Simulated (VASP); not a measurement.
# Ca in VASP: single point with PBE

Aim: the single point of Ca with PBE.

All numbers are computed with VASP 6.6.1; they aren't measurements. Logs are shortened: lines on timing, memory, paths and dates and some standing lists are left out, and cuts for length are marked.

## (1) The cell of the first run

The cell holds a slab with vacuum, 5 atoms: a = 4.392 Å, b = 4.410 Å, c = 28.821 Å, α = 90.00°, β = 90.00°, γ = 90.00°.

## (2) Single point, PBE

File INCAR:

```
SYSTEM = Ca
PREC = Accurate
ENCUT = 520
EDIFF = 1E-7
ISMEAR = 0
SIGMA = 0.1
LREAL = .False.
LASPH = .True.
NELM = 100
ALGO = Normal
ISIF = 2
LWAVE = .False.
LCHARG = .False.
LDIPOL = .True.
IDIPOL = 3
DIPOL = 0.5 0.5 0.497
GGA = PE
NBANDS = 33
```

File KPOINTS:

```
Automatic mesh
0
Gamma
  6 6 1
  0 0 0
```

File POSCAR:

```
Ca
1.0
    4.3922296200      0.0000000000      0.0000000000
    0.0000000000      4.4104098100      0.0000000000
    0.0000000000      0.0000000000     28.8208193522
Ca
5
Direct
    0.0000000000      0.5000000000      0.3469713986
    0.5000000000      0.0000000000      0.4234856993
    0.0000000000      0.5000000000      0.4972283993
    0.5000000000      0.0000000000      0.5714562721
    0.0000000000      0.5000000000      0.6477571028
```

Potentials or basis: VASP PAW PBE potentials, release 64 (Ca_sv).

The run is started by

```
$ cat potpaw_PBE.64/Ca_sv/POTCAR > POTCAR
$ mpirun -np 1 vasp_std > vasp.out
```

OUTCAR:

```text
SYSTEM = Ca
   PREC = Accurate
   ENCUT = 520
   EDIFF = 1E-7
   ISMEAR = 0
   LREAL = .False.
   LASPH = .True.
   NELM = 100
   ISIF = 2
   GGA = PE

 ion  position               nearest neighbor table
   1  0.000  0.500  0.347-
   2  0.500  0.000  0.423-
   3  0.000  0.500  0.497-
   4  0.500  0.000  0.571-
   5  0.000  0.500  0.648-

  LATTYP: Found a simple orthorhombic cell.
 ALAT       =     4.3922296200
 B/A-ratio  =     1.0041391711
 C/A-ratio  =     6.5617742800

  Lattice vectors:

 A1 = (   4.3922296200,   0.0000000000,   0.0000000000)
 A2 = (   0.0000000000,   4.4104098100,   0.0000000000)
 A3 = (   0.0000000000,   0.0000000000,  28.8208193522)

Analysis of symmetry for initial positions (statically):
=====================================================================
 Subroutine PRICEL returns:
 Original cell was already a primitive cell.

 Routine SETGRP: Setting up the symmetry group for a
 simple orthorhombic supercell.

 Subroutine GETGRP returns: Found  4 space group operations
 (whereof  4 operations were pure point group operations)
 out of a pool of  8 trial point group operations.

The static configuration has the point symmetry C_2v.

Analysis of symmetry for dynamics (positions and initial velocities):
=====================================================================
 Subroutine PRICEL returns:
 Original cell was already a primitive cell.

 Routine SETGRP: Setting up the symmetry group for a
 simple orthorhombic supercell.

 Subroutine GETGRP returns: Found  4 space group operations
 (whereof  4 operations were pure point group operations)
 out of a pool of  8 trial point group operations.

The dynamic configuration has the point symmetry C_2v.

 Subroutine INISYM returns: Found  4 space group operations
 (whereof  4 operations are pure point group operations),
 and found     1 'primitive' translations

----------------------------------------------------------------------------------------

                                     Primitive cell

  volume of cell :     558.3034

  direct lattice vectors                    reciprocal lattice vectors
     4.392229620  0.000000000  0.000000000     0.227674800  0.000000000  0.000000000
[... 87 lines left out ...]
   IBRION =     -1    ionic relax: 0-MD 1-quasi-New 2-CG
   NFREE  =      0    steps in history (QN), initial steepest desc. (CG)
   ISIF   =      2    stress and relaxation
   ISYM   =      2    0-nonsym 1-usesym 2-fastsym
   POTIM  = 0.5000    time-step for ionic-motion
   TEBEG  =    0.0;   TEEND  =   0.0 temperature during run
   PSTRESS=    0.0 pullay stress
   NELECT =      50.0000    total number of electrons
   NUPDOWN=      -1.0000    fix difference up-down
   EMIN   =  10.00;   EMAX   =-10.00  energy-range for DOS
   EFERMI =   0.00;   METHOD = LEGACY
   ISMEAR =     0;   SIGMA  =   0.10  broadening in eV -4-tet -1-fermi 0-gaus
   EFERMI_NEDOS =   21; number of points for ismear=-14 and -15
   IALGO  =     38    algorithm
   IMIX   =      4    mixing-type and parameters
     AMIX     =   0.40;   BMIX     =  1.00
     AMIX_MAG =   1.60;   BMIX_MAG =  1.00
  volume/ion in A,a.u.               =     111.66       753.52
  Fermi-wavevector in a.u.,A,eV,Ry     =   0.732445  1.384119  7.299185  0.536475
  Thomas-Fermi vector in A             =   1.824909
   LORBIT       =      0    0 simple, 1 ext, 2 COOP (PROOUT), +10 PAW based schemes
   GGA     = PE    functional components
   LHFCALC =     F    Hartree Fock is set to
   AEXX    =    0.0000 exact exchange contribution
   IVDW    =     0    specifies the selected vdW correction
   LEPSILON=     F    determine dielectric tensor
   LRPA    =     F    only Hartree local field effects (RPA)
 non-spin polarized calculation
 Gauss-broadening in eV      SIGMA  =   0.10
  energy-cutoff  :      520.00
  volume of cell :      558.30
 maximum number of plane-waves:     15082
 NGX is ok and might be reduce to    36
   NGX = 17   NGY = 17   NGZ =107

 dipolmoment           0.000000      0.000000      0.000047 electrons x Angstroem

 number of electron      50.0000000 magnetization

 dipolmoment           0.000000      0.000000     -0.000096 electrons x Angstroem

 Free energy of the ion-electron system (eV)
  ---------------------------------------------------
  ext. energy  EPLUGINS =         0.00000000
  ---------------------------------------------------
  free energy    TOTEN  =        -8.44741253 eV

  energy without entropy =       -8.38827420  energy(sigma->0) =       -8.41784336

 E-fermi :  -0.8667     XC(G=0):  -3.5925

 val. band max:       -0.8669372104   @ k =   0.5000   0.5000   0.0000
 cond. band min:      -0.8513077289   @ k =   0.1667   0.3333   0.0000
 fundamental gap:      0.0156294815
 Fermi energy:        -0.8667270218

 k-point     1 :       0.0000    0.0000    0.0000
  band No.  band energies     occupation
      1     -43.6895      2.00000
      2     -43.6873      2.00000
      3     -42.8716      2.00000
      4     -42.8603      2.00000
      5     -42.8511      2.00000
      6     -24.6874      2.00000
[... 565 lines left out ...]
     32       0.2338      0.00000
     33       0.2347      0.00000

------------------------ aborting loop because EDIFF is reached ----------------------------------------

 vacuum level on the upper side and lower side of the slab       (xc-potential included)        -0.072        -0.074

  FORCE on cell =-STRESS in cart. coord.  units (eV):
  Direction    XX          YY          ZZ          XY          YZ          ZX
  --------------------------------------------------------------------------------------
  -------------------------------------------------------------------------------------
  Total       -1.4767898     -1.4857488      0.0009113      0.0000000      0.0000000      0.0000000
  in kB       -4.2379805     -4.2636903      0.0026153      0.0000000      0.0000000      0.0000000
  external PRESSURE =      -2.8330185 kB  Pullay stress =       0.0000000 kB

 VOLUME and BASIS-vectors are now :
 -----------------------------------------------------------------------------
  energy-cutoff  :      520.00
  volume of cell :      558.30
      direct lattice vectors                 reciprocal lattice vectors
     4.392229620  0.000000000  0.000000000     0.227674800  0.000000000  0.000000000
     0.000000000  4.410409810  0.000000000     0.000000000  0.226736300  0.000000000
     0.000000000  0.000000000 28.820819352     0.000000000  0.000000000  0.034697140

 POSITION                                       TOTAL-FORCE (eV/Angst)
 -----------------------------------------------------------------------------------
      0.00000      2.20520     10.00000         0.000000      0.000000      0.002107
      2.19611      0.00000     12.20520         0.000000      0.000000     -0.015501
      0.00000      2.20520     14.33053         0.000000      0.000000      0.013027
      2.19611      0.00000     16.46984         0.000000      0.000000     -0.004437
      0.00000      2.20520     18.66889         0.000000      0.000000      0.004803
 -----------------------------------------------------------------------------------
    total drift:                                0.000000      0.000000     -0.001250

  FREE ENERGIE OF THE ION-ELECTRON SYSTEM (eV)
  ---------------------------------------------------
  free  energy   TOTEN  =        -8.4474125275 eV

  energy  without entropy=       -8.3882741962  energy(sigma->0) =       -8.41784336

 vacuum level on the upper side and lower side of the slab         1.832         1.829
```

OSZICAR:

```text
N       E                     dE             d eps       ncg     rms          rms(c)
DAV:   1     0.372760782951E+03    0.37276E+03   -0.24298E+04  1464   0.118E+03
DAV:   2     0.181664552049E+02   -0.35459E+03   -0.34942E+03  1199   0.347E+02
DAV:   3    -0.597387188095E+01   -0.24140E+02   -0.23816E+02  1842   0.569E+01
DAV:   4    -0.950260878439E+01   -0.35287E+01   -0.35042E+01  1912   0.221E+01
[... 19 lines left out ...]
DAV:  24    -0.844741126464E+01   -0.34847E-06   -0.13392E-08   925   0.384E-04    0.710E-05
DAV:  25    -0.844741198739E+01   -0.72275E-06   -0.25755E-08   917   0.332E-04    0.649E-05
DAV:  26    -0.844741226692E+01   -0.27953E-06   -0.29689E-09   885   0.193E-04    0.465E-05
DAV:  27    -0.844741247574E+01   -0.20882E-06   -0.26348E-09   885   0.157E-04    0.356E-05
DAV:  28    -0.844741252755E+01   -0.51809E-07    0.43542E-10   885   0.962E-05
   1 F= -.84474125E+01 E0= -.84178434E+01  d E =-.591383E-01
```

Wall time 19 min (1 thread of AMD EPYC 7R13, shared host); peak memory 0.68 GiB.

Results:

```
Free energy            : -8.4474 eV
Largest force          : 0.016 eV/Å
Band gap on the k mesh : zero (band 25 reaches -0.79 eV, above the bottom of band 26 at -0.92 eV)
```

Forces in eV/Å, atoms in the order of the input:
```
Ca   0.000  0.000  0.002
Ca   0.000  0.000 -0.016
Ca   0.000  0.000  0.013
Ca   0.000  0.000 -0.004
Ca   0.000  0.000  0.005
```
